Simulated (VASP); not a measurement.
# SnSe in VASP: further runs

Runs on SnSe. Level: PBEsol. Tasks: single point.

All numbers are computed with VASP 6.6.1; they aren't measurements. Logs are shortened: lines on timing, memory, paths and dates and some standing lists are left out, and cuts for length are marked.

## Step 1: The cell of the first run

Symmetry: Cmcm, No. 63, orthorhombic system. The conventional cell has a = 4.310 Å, b = 11.705 Å, c = 4.318 Å, α = 90.00°, β = 90.00°, γ = 90.00°. Sn (site symmetry m2m) has 5 Se at 2.76 to 3.06 Å and 2 Sn at 3.54 Å within 3.6 Å. Se (site symmetry m2m) has 5 Sn at 2.76 to 3.06 Å within 3.6 Å.

## Step 2: Single point, PBEsol

File INCAR:

```
SYSTEM = SnSe
  PREC = Accurate
  ENCUT = 520
  EDIFF = 1E-6
  ISMEAR = 0
  SIGMA = 0.1
  LREAL = Auto
  LASPH = .True.
  NELM = 80
  ALGO = Normal
  ISIF = 2
  LWAVE = .False.
  LCHARG = .False.
  GGA = PS
  NBANDS = 94
  ISYM = 0
```

File KPOINTS:

```
Automatic mesh
0
Gamma
  2 2 2
  0.5 0.5 0.5
```

File POSCAR:

```
SnSe
1.0
    2.1550000000      5.8525000000     -4.3180000000
    2.1550000000      5.8525000000      4.3180000000
    8.6200000000      0.0000000000      0.0000000000
Sn Se
8 8
Direct
    0.4950000000      0.7450000000      0.4400000000
    0.9950000000      0.2450000000      0.4400000000
    0.4950000000      0.7450000000      0.9400000000
    0.9950000000      0.2450000000      0.9400000000
    0.0050000000      0.7550000000      0.0600000000
    0.5050000000      0.2550000000      0.0600000000
    0.0050000000      0.7550000000      0.5600000000
    0.5050000000      0.2550000000      0.5600000000
    0.7310000000      0.9810000000      0.3220000000
    0.2310000000      0.4810000000      0.3220000000
    0.7310000000      0.9810000000      0.8220000000
    0.2310000000      0.4810000000      0.8220000000
    0.7690000000      0.5190000000      0.1780000000
    0.2690000000      0.0190000000      0.1780000000
    0.7690000000      0.5190000000      0.6780000000
    0.2690000000      0.0190000000      0.6780000000
```

Potentials or basis: VASP PAW PBE potentials, release 64 (Sn_d, Se).

Run with:

```bash
$ cat potpaw_PBE.64/Sn_d/POTCAR potpaw_PBE.64/Se/POTCAR > POTCAR
$ mpirun -np 1 vasp_std > vasp.out
```

OUTCAR:

```text
SYSTEM = SnSe
   PREC = Accurate
   ENCUT = 520
   EDIFF = 1E-6
   ISMEAR = 0
   LREAL = Auto
   LASPH = .True.
   NELM = 80
   ISIF = 2
   GGA = PS
   ISYM = 0

 ion  position               nearest neighbor table
   1  0.495  0.745  0.440-   9 2.76  13 3.06  14 3.06  15 3.06  16 3.06   8 3.54   7 3.54
   2  0.995  0.245  0.440-  10 2.76  13 3.06  14 3.06  15 3.06  16 3.06   8 3.54   7 3.54
   3  0.495  0.745  0.940-  11 2.76  13 3.06  14 3.06  15 3.06  16 3.06   6 3.54   5 3.54
   4  0.995  0.245  0.940-  12 2.76  13 3.06  14 3.06  15 3.06  16 3.06   6 3.54   5 3.54
   5  0.005  0.755  0.060-  13 2.76  10 3.06  11 3.06  12 3.06   9 3.06   4 3.54   3 3.54
   6  0.505  0.255  0.060-  14 2.76  10 3.06  11 3.06  12 3.06   9 3.06   4 3.54   3 3.54
   7  0.005  0.755  0.560-  15 2.76  10 3.06  11 3.06  12 3.06   9 3.06   2 3.54   1 3.54
   8  0.505  0.255  0.560-  16 2.76  10 3.06  11 3.06  12 3.06   9 3.06   2 3.54   1 3.54
   9  0.731  0.981  0.322-   1 2.76   5 3.06   6 3.06   7 3.06   8 3.06
  10  0.231  0.481  0.322-   2 2.76   5 3.06   6 3.06   7 3.06   8 3.06
  11  0.731  0.981  0.822-   3 2.76   5 3.06   6 3.06   7 3.06   8 3.06
  12  0.231  0.481  0.822-   4 2.76   5 3.06   6 3.06   7 3.06   8 3.06
  13  0.769  0.519  0.178-   5 2.76   2 3.06   3 3.06   4 3.06   1 3.06
  14  0.269  0.019  0.178-   6 2.76   2 3.06   3 3.06   4 3.06   1 3.06
  15  0.769  0.519  0.678-   7 2.76   2 3.06   3 3.06   4 3.06   1 3.06
  16  0.269  0.019  0.678-   8 2.76   2 3.06   3 3.06   4 3.06   1 3.06

IMPORTANT INFORMATION: All symmetrisations will be switched off!
NOSYMM: (Re-)initialisation of all symmetry stuff for point group C_1.

----------------------------------------------------------------------------------------

                                     Primitive cell

  volume of cell :     435.6737

  direct lattice vectors                    reciprocal lattice vectors
     2.155000000  5.852500000 -4.318000000     0.000000000  0.085433575 -0.115794349
     2.155000000  5.852500000  4.318000000     0.000000000  0.085433575  0.115794349
     8.620000000  0.000000000  0.000000000     0.116009281 -0.042716788  0.000000000

  length of vectors
     7.585572177  7.585572177  8.620000000     0.143900059  0.143900059  0.123623934

  position of ions in fractional coordinates (direct lattice)
     0.495000000  0.745000000  0.440000000
     0.995000000  0.245000000  0.440000000
     0.495000000  0.745000000  0.940000000
     0.995000000  0.245000000  0.940000000
     0.005000000  0.755000000  0.060000000
     0.505000000  0.255000000  0.060000000
[... 8 lines left out ...]
     0.769000000  0.519000000  0.678000000
     0.269000000  0.019000000  0.678000000

  ion indices of the primitive-cell ions
   primitive index   ion index
                 1           1
                 2           2
                 3           3
                 4           4
                 5           5
                 6           6
[... 8 lines left out ...]
                15          15
                16          16

----------------------------------------------------------------------------------------

 KPOINTS: Automatic mesh

Automatic generation of k-mesh.
 Grid dimensions read from file:
 generate k-points for:    2    2    2

 Generating k-lattice:

  Cartesian coordinates                     Fractional coordinates (reciprocal lattice)
     0.000000000  0.042716788 -0.057897175     0.500000000  0.000000000  0.000000000
     0.000000000  0.042716788  0.057897175     0.000000000  0.500000000  0.000000000
     0.058004640 -0.021358394  0.000000000     0.000000000  0.000000000  0.500000000

  Length of vectors
     0.071950030  0.071950030  0.061811967

  Shift w.r.t. Gamma in fractional coordinates (k-lattice)
     0.500000000  0.500000000  0.500000000

 Subroutine IBZKPT returns following result:
 ===========================================

 Found      4 irreducible k-points:

 Following reciprocal coordinates:
            Coordinates               Weight
  0.250000  0.250000  0.250000      2.000000
 -0.250000  0.250000  0.250000      2.000000
 -0.250000  0.250000 -0.250000      2.000000
 -0.250000 -0.250000  0.250000      2.000000
   k-points           NKPTS =      4   k-points in BZ     NKDIM =      4   number of bands    NBANDS=     94
   number of dos      NEDOS =    301   number of ions     NIONS =     16
   total plane-waves  NPLWV = 200704
   dimension x,y,z NGX =    56 NGY =   56 NGZ =   64
   dimension x,y,z NGXF=   112 NGYF=  112 NGZF=  128
   ions per type =               8   8
   NGX,Y,Z   is equivalent  to a cutoff of  12.27, 12.27, 12.34 a.u.
   NGXF,Y,Z  is equivalent  to a cutoff of  24.55, 24.55, 24.69 a.u.
 SYSTEM =  SnSe
   PREC   = accura    normal or accurate (medium, high low for compatibility)
   ISTART =      0    job   : 0-new  1-cont  2-samecut
   ICHARG =      2    charge: 1-file 2-atom 10-const
   ISPIN  =      1    spin polarized calculation?
   LNONCOLLINEAR =      F non collinear calculations
   LSORBIT =      F    spin-orbit coupling
   LASPH  =      T    aspherical Exc in radial PAW
   ENCUT  =  520.0 eV  38.22 Ry    6.18 a.u.  14.10 14.10 16.03*2*pi/ulx,y,z
   NELM   =     80;   NELMIN=  2; NELMDL= -5     # of ELM steps
   EDIFF  = 0.1E-05   stopping-criterion for ELM
   LREAL  =      T    real-space projection
   EDIFFG = 0.1E-04   stopping-criterion for IOM
   NSW    =      0    number of steps for IOM
   IBRION =     -1    ionic relax: 0-MD 1-quasi-New 2-CG
   NFREE  =      0    steps in history (QN), initial steepest desc. (CG)
   ISIF   =      2    stress and relaxation
   ISYM   =      0    0-nonsym 1-usesym 2-fastsym
   POTIM  = 0.5000    time-step for ionic-motion
   TEBEG  =    0.0;   TEEND  =   0.0 temperature during run
   PSTRESS=    0.0 pullay stress
   NELECT =     160.0000    total number of electrons
   NUPDOWN=      -1.0000    fix difference up-down
   EMIN   =  10.00;   EMAX   =-10.00  energy-range for DOS
   EFERMI =   0.00;   METHOD = LEGACY
   ISMEAR =     0;   SIGMA  =   0.10  broadening in eV -4-tet -1-fermi 0-gaus
   EFERMI_NEDOS =   21; number of points for ismear=-14 and -15
   IALGO  =     38    algorithm
   IMIX   =      4    mixing-type and parameters
     AMIX     =   0.40;   BMIX     =  1.00
     AMIX_MAG =   1.60;   BMIX_MAG =  1.00
  volume/ion in A,a.u.               =      27.23       183.75
  Fermi-wavevector in a.u.,A,eV,Ry     =   1.172360  2.215439 18.700233  1.374428
  Thomas-Fermi vector in A             =   2.308790
   LORBIT       =      0    0 simple, 1 ext, 2 COOP (PROOUT), +10 PAW based schemes
   GGA     = PS    functional components
   LHFCALC =     F    Hartree Fock is set to
   AEXX    =    0.0000 exact exchange contribution
   IVDW    =     0    specifies the selected vdW correction
   LEPSILON=     F    determine dielectric tensor
   LRPA    =     F    only Hartree local field effects (RPA)
 non-spin polarized calculation
 Gauss-broadening in eV      SIGMA  =   0.10
  energy-cutoff  :      520.00
  volume of cell :      435.67
 maximum number of plane-waves:     11742
   NGX = 29   NGY = 29   NGZ = 33

 number of electron     160.0000003 magnetization

 Free energy of the ion-electron system (eV)
  ---------------------------------------------------
  ext. energy  EPLUGINS =         0.00000000
  ---------------------------------------------------
  free energy    TOTEN  =       -71.43328151 eV

  energy without entropy =      -71.43328121  energy(sigma->0) =      -71.43328136

 E-fermi :   5.3415     XC(G=0):  -9.8110

 val. band max:        5.0030238274   @ k =  -0.2500  -0.2500   0.2500
 cond. band min:       5.6799690290   @ k =  -0.2500  -0.2500   0.2500
 fundamental gap:      0.6769452016
 Fermi energy:         5.3414952055

 k-point     1 :       0.2500    0.2500    0.2500
  band No.  band energies     occupation
      1     -16.2279      2.00000
      2     -16.2279      2.00000
      3     -16.2218      2.00000
      4     -16.2203      2.00000
      5     -16.2195      2.00000
      6     -16.2177      2.00000
[... 84 lines left out ...]
     91       8.2851      0.00000
     92       8.2991      0.00000

 k-point     2 :      -0.2500    0.2500    0.2500
  band No.  band energies     occupation
      1     -16.2243      2.00000
      2     -16.2240      2.00000
      3     -16.2194      2.00000
      4     -16.2186      2.00000
      5     -16.2178      2.00000
      6     -16.2172      2.00000
[... 84 lines left out ...]
     91       8.0298      0.00000
     92       8.2504      0.00000

 k-point     3 :      -0.2500    0.2500   -0.2500
  band No.  band energies     occupation
      1     -16.2243      2.00000
      2     -16.2240      2.00000
      3     -16.2194      2.00000
      4     -16.2186      2.00000
      5     -16.2178      2.00000
      6     -16.2172      2.00000
[... 84 lines left out ...]
     91       8.0298      0.00000
     92       8.2504      0.00000

 k-point     4 :      -0.2500   -0.2500    0.2500
  band No.  band energies     occupation
      1     -16.2271      2.00000
      2     -16.2271      2.00000
      3     -16.2228      2.00000
      4     -16.2188      2.00000
      5     -16.2187      2.00000
      6     -16.2187      2.00000
[... 84 lines left out ...]
     91       7.7615      0.00000
     92       7.9728      0.00000
 [bands above 92 left out]

------------------------ aborting loop because EDIFF is reached ----------------------------------------

  FORCE on cell =-STRESS in cart. coord.  units (eV):
  Direction    XX          YY          ZZ          XY          YZ          ZX
  --------------------------------------------------------------------------------------
  -------------------------------------------------------------------------------------
  Total       -9.6362281     -6.5220980     -9.9044865      0.2680147     -0.0000117      0.0000112
  in kB      -35.4369498    -23.9848265    -36.4234623      0.9856164     -0.0000430      0.0000412
  external PRESSURE =     -31.9484129 kB  Pullay stress =       0.0000000 kB

 VOLUME and BASIS-vectors are now :
 -----------------------------------------------------------------------------
  energy-cutoff  :      520.00
  volume of cell :      435.67
      direct lattice vectors                 reciprocal lattice vectors
     2.155000000  5.852500000 -4.318000000     0.000000000  0.085433575 -0.115794349
     2.155000000  5.852500000  4.318000000     0.000000000  0.085433575  0.115794349
     8.620000000  0.000000000  0.000000000     0.116009281 -0.042716788  0.000000000

 POSITION                                       TOTAL-FORCE (eV/Angst)
 -----------------------------------------------------------------------------------
      6.46500      7.25710      1.07950        -0.000838      0.292244     -0.000005
      6.46500      7.25710     -3.23850        -0.000840      0.292272      0.000006
     10.77500      7.25710      1.07950        -0.000842      0.292303      0.000001
     10.77500      7.25710     -3.23850        -0.000835      0.292306     -0.000004
      2.15500      4.44790      3.23850         0.000847     -0.292331     -0.000005
      2.15500      4.44790     -1.07950         0.000847     -0.292286     -0.000006
[... 8 lines left out ...]
      8.62000      7.53802     -1.07950         0.044915      0.073201     -0.000004
      6.46500      1.68552     -1.07950         0.044922      0.073214      0.000003
 -----------------------------------------------------------------------------------
    total drift:                                0.000023      0.000065     -0.000001

  FREE ENERGIE OF THE ION-ELECTRON SYSTEM (eV)
  ---------------------------------------------------
  free  energy   TOTEN  =       -71.4332815125 eV

  energy  without entropy=      -71.4332812140  energy(sigma->0) =      -71.43328136
```

Wall time 3.4 min (1 thread of Intel Xeon Platinum 8488C (Sapphire Rapids), shared host); peak memory 0.48 GiB.

What came out:

| Quantity | Value |
| --- | --- |
| Free energy | -71.4333 eV |
| Pressure | -3.2 GPa |
| Largest force | 0.292 eV/Å |
| Band gap on the k mesh | 0.68 eV |

Forces on the atoms (eV/Å):
```
Sn  -0.001  0.292  0.000
Sn  -0.001  0.292  0.000
Sn  -0.001  0.292  0.000
Sn  -0.001  0.292  0.000
Sn   0.001 -0.292  0.000
Sn   0.001 -0.292  0.000
Sn   0.001 -0.292  0.000
Sn   0.001 -0.292  0.000
Se  -0.045 -0.073  0.000
Se  -0.045 -0.073  0.000
Se  -0.045 -0.073  0.000
Se  -0.045 -0.073  0.000
Se   0.045  0.073  0.000
Se   0.045  0.073  0.000
Se   0.045  0.073  0.000
Se   0.045  0.073  0.000
```

Stress tensor (GPa, compression positive):
```
-3.54  0.10  0.00
 0.10 -2.40  0.00
 0.00  0.00 -3.64
```

Caveat: the cell stands under tension; semilocal functionals underestimate gaps, and a narrow one can read as zero; the PAW data sets were made with another functional, which shifts forces and pressure a little; spin-orbit coupling is left out, which moves the levels of the heavy elements; a shifted mesh leaves out Γ, where band edges can lie. A k mesh can miss the band edges.

(Continued in part 2 of 2.)
